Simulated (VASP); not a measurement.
## SbPt: single point with PBEsol

The system is SbPt.

```
Sb Pt
1.0
     3.72107    0.00000    0.00000
    -1.86054    3.22255    0.00000
     0.00000    0.00000    5.09117
Sb Pt
2 2
Direct
  0.33333 0.66667 0.25000
  0.66667 0.33333 0.75000
  0.00000 0.00000 0.00000
  0.00000 0.00000 0.50000
```

| Property | Result |
| --- | --- |
| Program | VASP 6.6.1 |
| Task | single point |
| Functional | PBEsol |
| Potentials or basis | VASP PAW PBE potentials, release 64 (Sb, Pt) |
| Cutoff | 520 eV |
| k mesh | 12 × 12 × 8 |
| Occupations | gaussian, width 0.1 eV |
| Spin | no spin polarisation |
| Dipole correction | no |
| Further INCAR settings | ALGO = Fast; EDIFF = 1e-07; NBANDS = 23 |

```json
{
  "Pressure": "90.4 GPa",
  "Band gap on the k mesh": "zero (bands 15 and 16 overlap by 5.88 eV)"
}
```

Levels at points of the mesh, in eV from the Fermi level:
| k point | band 11 | band 12 | band 13 | band 14 | band 15 | band 16 | band 17 | band 18 | band 19 | band 20 |
| --- | --- | --- | --- | --- | --- | --- | --- | --- | --- | --- |
| (0.00, 0.00, 0.00) | -3.66 | -3.66 | -0.38 | -0.38 | 0.71 | 1.77 | 2.47 | 4.90 | 4.90 | 4.93 |
| (0.50, 0.00, 0.00) | -4.86 | -4.40 | -4.14 | -3.96 | -3.59 | 0.35 | 2.25 | 4.18 | 4.53 | 4.80 |
| (0.00, 0.00, 0.50) | -5.82 | -5.82 | -1.22 | -1.22 | 3.01 | 3.01 | 3.01 | 3.01 | 4.16 | 4.16 |
| (0.50, 0.00, 0.50) | -5.09 | -5.09 | -4.82 | -4.82 | -0.05 | -0.05 | 2.80 | 2.80 | 4.10 | 4.10 |

It took 3.3 min on 1 thread of Oxide Virtual Turin-like Processor, on a shared host, peak memory 0.22 GiB.

Caveat: the cell stands under pressure; the PAW data sets were made with another functional, which shifts forces and pressure a little; spin-orbit coupling is left out, which moves the levels of the heavy elements.
